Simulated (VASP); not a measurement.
# YbSe2 in VASP: notebook, part 2 of 2

VASP 6.6.1. Earlier steps stand in the parts before.

## Step 3: Single point, PBE, collinear spin (25.28 Å³/atom)

This run uses another cell than the first one, of 25.28 Å³/atom.

File INCAR:

```
SYSTEM = YbSe2
PREC = Accurate
ENCUT = 520
EDIFF = 1E-6
ISMEAR = 0
SIGMA = 0.05
LREAL = .False.
LASPH = .True.
NELM = 150
ALGO = Normal
ISIF = 2
LWAVE = .False.
LCHARG = .False.
ISPIN = 2
MAGMOM = 0.05 0 0
LORBIT = 11
LMAXMIX = 6
GGA = PE
NBANDS = 29
```

File KPOINTS:

```
Automatic mesh
0
Gamma
  8 8 8
  0 0 0
```

File POSCAR:

```
YbSe2
1.0
    2.3754357946      1.3714584955      3.8794309573
   -2.3754357946      1.3714584955      3.8794309573
    0.0000000000     -2.7429169909      3.8794309573
Yb Se
1 2
Direct
    0.0000000000      0.0000000000      0.0000000000
    0.2500092680      0.2500092680      0.2500092680
    0.7499907320      0.7499907320      0.7499907320
```

Potentials or basis: VASP PAW PBE potentials, release 64 (Yb, Se).

Run with:

```bash
$ cat potpaw_PBE.64/Yb/POTCAR potpaw_PBE.64/Se/POTCAR > POTCAR
$ mpirun -np 1 vasp_std > vasp.out
```

Run time: 5.5 min. Hardware: 1 thread of Intel Xeon 6975P-C (Granite Rapids), shared host; peak memory 0.41 GiB.

It converged, with:

```yaml
Free_energy: -13.8059 eV
Pressure: 2.1 GPa
Band_gap_on_the_k_mesh: zero (filled and empty bands overlap)
Net_moment: 0.00 μB per cell
Valence_electrons_inside_the_program's_atomic_spheres: Yb 22.07; Se 3.83
```

Levels at points of the mesh, in eV from the Fermi level:
Spin up:
```
           k point  band 16  band 17  band 18  band 19  band 20  band 21
(0.00, 0.00, 0.00)    -0.48     0.44     0.44     0.44     3.25     3.25
(0.50, 0.00, 0.00)    -0.49    -0.34    -0.32    -0.32     4.04     4.04
(0.50, 0.50, 0.00)    -0.44    -0.14    -0.14     1.40     2.29     4.92
(0.50, 0.50, 0.50)    -0.49    -0.34    -0.32    -0.32     4.04     4.04
```
Spin down:
```tsv
k point	band 16	band 17	band 18	band 19	band 20	band 21
(0.00, 0.00, 0.00)	-0.48	0.44	0.44	0.44	3.25	3.25
(0.50, 0.00, 0.00)	-0.49	-0.34	-0.32	-0.32	4.04	4.04
(0.50, 0.50, 0.00)	-0.44	-0.14	-0.14	1.40	2.29	4.92
(0.50, 0.50, 0.50)	-0.49	-0.34	-0.32	-0.32	4.04	4.04
```

Caveat: spin-orbit coupling is left out, which moves the levels of the heavy elements. With open d or f shells a metallic result of PBE can be an artefact of self-interaction; +U or a hybrid may open a gap.

## Step 4: Single point, PBEsol, collinear spin

This run uses another cell than the first one, of 26.33 Å³/atom.

File INCAR:

```
PREC = Accurate ; ENCUT = 520
EDIFF = 1E-6 ; ISMEAR = 0
SIGMA = 0.05 ; LREAL = F
LASPH = T ; NELM = 150
ALGO = Normal ; ISIF = 2
LWAVE = F ; LCHARG = F
ISPIN = 2 ; MAGMOM = 0.05 0 0
LORBIT = 11 ; LMAXMIX = 6
GGA = PS ; NBANDS = 29
```

File KPOINTS:

```
regular mesh
0
Gamma
  8 8 8
```

File POSCAR:

```
YbSe2
1.0
    2.4079800550      1.3902479330      3.9325804517
   -2.4079800550      1.3902479330      3.9325804517
    0.0000000000     -2.7804958660      3.9325804517
Yb Se
1 2
Direct
    0.0000000000      0.0000000000      0.0000000000
    0.2500092680      0.2500092680      0.2500092680
    0.7499907320      0.7499907320      0.7499907320
```

Potentials or basis: VASP PAW PBE potentials, release 64 (Yb, Se).

Run with:

```bash
$ cat potpaw_PBE.64/Yb/POTCAR potpaw_PBE.64/Se/POTCAR > POTCAR
$ mpirun -np 1 vasp_std > vasp.out
```

OUTCAR:

```text
PREC = Accurate
   ENCUT = 520
   EDIFF = 1E-6
   ISMEAR = 0
   LREAL = F
   LASPH = T
   NELM = 150
   ISIF = 2
   ISPIN = 2
   LORBIT = 11
   GGA = PS

 ion  position               nearest neighbor table
   1  0.000  0.000  0.000-   3 2.95   3 2.95   2 2.95   2 2.95   3 2.95   2 2.95   3 2.95   2 2.95

   2  0.250  0.250  0.250-   1 2.95   1 2.95   1 2.95   1 2.95
   3  0.750  0.750  0.750-   1 2.95   1 2.95   1 2.95   1 2.95

  LATTYP: Found a trigonal (rhomboedric) cell.
 ALAT       =     4.8162585343
 COS(alpha) =     0.5000619599

  Lattice vectors:
[... 1760 lines left out ...]
  energy-cutoff  :      520.00
  volume of cell :       78.99
      direct lattice vectors                 reciprocal lattice vectors
     2.407980055  1.390247933  3.932580452     0.207642916  0.119882693  0.084761987
    -2.407980055  1.390247933  3.932580452    -0.207642916  0.119882693  0.084761987
     0.000000000 -2.780495866  3.932580452     0.000000000 -0.239765387  0.084761987

 POSITION                                       TOTAL-FORCE (eV/Angst)
 -----------------------------------------------------------------------------------
      0.00000      0.00000      0.00000         0.000000      0.000000      0.000000
      0.00000      0.00000      2.94954         0.000000     -0.000000     -0.000851
      0.00000      0.00000      8.84820         0.000000     -0.000000      0.000851
 -----------------------------------------------------------------------------------
    total drift:                               -0.000000      0.000000     -0.000000

  FREE ENERGIE OF THE ION-ELECTRON SYSTEM (eV)
  ---------------------------------------------------
  free  energy   TOTEN  =       -14.9397186416 eV

  energy  without entropy=      -14.9346249487  energy(sigma->0) =      -14.93717180

 total charge

# of ion       s       p       d       f       tot
--------------------------------------------------
    1        2.129   6.022   0.425  13.450  22.026
    2        1.475   2.298   0.019   0.000   3.792
    3        1.475   2.298   0.019   0.000   3.792
--------------------------------------------------
tot          5.078  10.618   0.463  13.450  29.610

 magnetization (x)

# of ion       s       p       d       f       tot
--------------------------------------------------
    1       -0.000  -0.000  -0.000  -0.000  -0.000
    2        0.000  -0.000   0.000   0.000  -0.000
    3        0.000  -0.000   0.000   0.000  -0.000
--------------------------------------------------
tot         -0.000  -0.000  -0.000  -0.000  -0.000
```

Run time: 19 min. Hardware: 1 thread of Oxide Virtual Turin-like, shared host; peak memory 0.39 GiB.

Results:

- Free energy: -14.9397 eV
- Pressure: -3.1 GPa
- Band gap on the k mesh: zero (filled and empty bands overlap)
- Net moment: 0.00 μB per cell
- Valence electrons inside the program's atomic spheres: Yb 22.03; Se 3.79

Caveat: the cell stands under tension; the PAW data sets were made with another functional, which shifts forces and pressure a little; spin-orbit coupling is left out, which moves the levels of the heavy elements.

## Step 5: Single point, LDA, collinear spin

This run uses another cell than the first one, of 26.33 Å³/atom.

File INCAR:

```
ALGO     = Normal         # electronic algorithm
EDIFF    = 1E-7           # SCF threshold, eV
ENCUT    = 520            # plane-wave cutoff, eV
GGA      = CA             # functional
ISIF     = 2              # what is computed and relaxed
ISMEAR   = 0              # smearing method
ISPIN    = 2              # spin polarisation
LASPH    = T              # aspherical terms in the spheres
LCHARG   = F              # write CHGCAR
LMAXMIX  = 6              # l up to which the mixer works
LORBIT   = 11             # projections on sites
LREAL    = F              # projectors in reciprocal space
LWAVE    = F              # write WAVECAR
MAGMOM   = 0.05 0 0       # initial moments
NBANDS   = 29             # bands
NELM     = 150            # most SCF steps
PREC     = Accurate       # precision mode
SIGMA    = 0.05           # smearing width, eV
```

File KPOINTS:

```
k-points
0
Gamma
  8 8 8
```

POSCAR is that of step 4.

Run with:

```bash
$ cat potpaw_PBE.64/Yb/POTCAR potpaw_PBE.64/Se/POTCAR > POTCAR
$ mpirun -np 1 vasp_std > vasp.out
```

It took 18 min on 1 thread of Oxide Virtual Turin-like, shared host; peak memory 0.33 GiB.

The run converged. Its results:

```
Free energy                                           : -15.8697 eV
Pressure                                              : -5.0 GPa
Band gap on the k mesh                                : zero (filled and empty bands overlap)
Net moment                                            : 0.00 μB per cell
Valence electrons inside the program's atomic spheres : Yb 21.99; Se 3.79
```

Levels at points of the mesh, in eV from the Fermi level:
Spin up:
| k point | band 15 | band 16 | band 17 | band 18 | band 19 | band 20 | band 21 | band 22 |
| --- | --- | --- | --- | --- | --- | --- | --- | --- |
| (0.00, 0.00, 0.00) | -0.45 | -0.45 | 0.42 | 0.42 | 0.42 | 3.20 | 3.20 | 3.96 |
| (0.50, 0.00, 0.00) | -0.46 | -0.45 | -0.35 | -0.30 | -0.30 | 3.92 | 3.92 | 5.33 |
| (0.50, 0.50, 0.00) | -0.41 | -0.41 | -0.12 | -0.12 | 1.33 | 2.20 | 4.72 | 5.24 |
| (0.50, 0.50, 0.50) | -0.46 | -0.45 | -0.35 | -0.30 | -0.30 | 3.92 | 3.92 | 5.33 |
Spin down:
| k point | band 16 | band 17 | band 18 | band 19 | band 20 | band 21 |
| --- | --- | --- | --- | --- | --- | --- |
| (0.00, 0.00, 0.00) | -0.45 | 0.42 | 0.42 | 0.42 | 3.20 | 3.20 |
| (0.50, 0.00, 0.00) | -0.45 | -0.35 | -0.30 | -0.30 | 3.92 | 3.92 |
| (0.50, 0.50, 0.00) | -0.41 | -0.12 | -0.12 | 1.33 | 2.20 | 4.72 |
| (0.50, 0.50, 0.50) | -0.45 | -0.35 | -0.30 | -0.30 | 3.92 | 3.92 |

Caveat: the cell stands under tension; the PAW data sets were made with another functional, which shifts forces and pressure a little; spin-orbit coupling is left out, which moves the levels of the heavy elements. With open d or f shells a metallic result of LDA can be an artefact of self-interaction; +U or a hybrid may open a gap.

## Step 6: The runs side by side

```csv
level,cell,gap on the mesh (eV),pressure (GPa),moment (μB)
PBE,"a = 4.726 Å, angles 60.0°, 3 atoms",none,2.6,0.00
PBE,"a = 4.751 Å, angles 60.0°, 3 atoms",none,2.1,0.00
PBEsol,"a = 4.816 Å, angles 60.0°, 3 atoms",none,-3.1,0.00
LDA,"a = 4.816 Å, angles 60.0°, 3 atoms",none,-5.0,0.00
```

Alike in all rows: task single point; potentials or basis VASP PAW PBE potentials, release 64 (Yb, Se); spin collinear; k mesh 8 × 8 × 8; cutoff (eV) 520; smearing gaussian 0.05 eV.

Caveats: spin-orbit coupling is left out, which moves the levels of the heavy elements; the cell stands under tension (at least some runs); the PAW data sets were made with another functional, which shifts forces and pressure a little (at least some runs).

Total energies depend on the potentials used, so only differences within one code and one set of settings carry meaning.
